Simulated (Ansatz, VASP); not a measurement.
**ZnS in VASP and in Ansatz**

POSCAR

```
ZnS
1.0
    3.9576688909      0.0000000000      0.0000000000
   -1.9788344454      3.4274417993      0.0000000000
    0.0000000000      0.0000000000      6.1040543255
Zn S
2 2
Direct
    0.3333333333      0.6666666667     -0.0048323387
    0.6666666667      0.3333333333      0.4951676613
    0.3333333333      0.6666666667      0.3798323387
    0.6666666667      0.3333333333      0.8798323387
```

INCAR.step1

```
SYSTEM = ZnS
PREC = Accurate
ENCUT = 520
ISMEAR = 0
SIGMA = 0.01
LREAL = .FALSE.
LASPH = .TRUE.
NELM = 80
NBANDS = 26
GGA = PE
ALGO = Normal
EDIFF = 1E-4
LWAVE = .TRUE.
LCHARG = .FALSE.
```

File INCAR.step2:

```
SYSTEM = ZnS
PREC = Accurate
ENCUT = 520
EDIFF = 1E-6
ISMEAR = 0
SIGMA = 0.01
LREAL = .FALSE.
LASPH = .TRUE.
NELM = 80
ALGO = Normal
ISIF = 2
LWAVE = .FALSE.
LCHARG = .TRUE.
METAGGA = R2SCAN
LMIXTAU = .TRUE.
LELF = .TRUE.
LVHAR = .TRUE.
NBANDS = 26
ISTART = 1
```

Contents of KPOINTS:

```
regular mesh
0
G
  12 12 4
  0 0 0
```

Input for Ansatz:

```yaml
crystal:
  lattice:
    - [3.9576688909, 0.0, 0.0]
    - [-1.9788344454, 3.4274417993, 0.0]
    - [0.0, 0.0, 6.1040543255]
  atoms:
    - { symbol: Zn, position: [0.3333333333, 0.6666666667, -0.0048323387] }
    - { symbol: Zn, position: [0.6666666667, 0.3333333333, 0.4951676613] }
    - { symbol: S, position: [0.3333333333, 0.6666666667, 0.3798323387] }
    - { symbol: S, position: [0.6666666667, 0.3333333333, 0.8798323387] }
kpoints:
  mp_grid: { grid: [12, 12, 4] }
  band_path:
    path:
      - [0.0, 0.0, 0.0]
      - [0.5, 0.0, 0.0]
      - [0.3333333333, 0.3333333333, 0.0]
      - [0.0, 0.0, 0.5]
      - [0.5, 0.0, 0.5]
      - [0.3333333333, 0.3333333333, 0.5]
    npoints: 1
hamiltonian:
  xc: r2scan
scf:
  occupations: { method: fixed }
  n_extra_bands: 5
output:
  forces: true
  stress: true
  eigenvalues: true
```

Change from the starting cell: epitaxial_xy strain +4.0%.

Alike in both runs: task single point; functional r2SCAN; k mesh 12 × 12 × 4; no spin polarisation.

|  | VASP | Ansatz |
| --- | --- | --- |
| version | VASP 6.6.1 | Ansatz 0.2.0 |
| potentials or method | VASP PAW PBE potentials, release 64 (Zn, S) | plane waves, PAW |
| plane-wave cutoff (eV) | 520 | 500 |
| occupations | gaussian, width 0.01 eV | fixed |
| valence electrons in the cell | 36 | 36 |

Ansatz gave:

* gap on the k mesh at the Fermi level (eV): 2.46
* pressure (GPa): -3.7
* traceless stress, the component that is largest in VASP (GPa): 3.72
* rms of the force components (eV/Å): 0.000

Which values does VASP return?

gap on the k mesh at the Fermi level (eV): 2.46; pressure (GPa): -3.7; traceless stress, the component that is largest in VASP (GPa): 3.75; rms of the force components (eV/Å): 0.007.

VASP's potentials were made for PBE, not for r2SCAN. Atom by atom the forces differ by 0.006 eV/Å (rms over components).
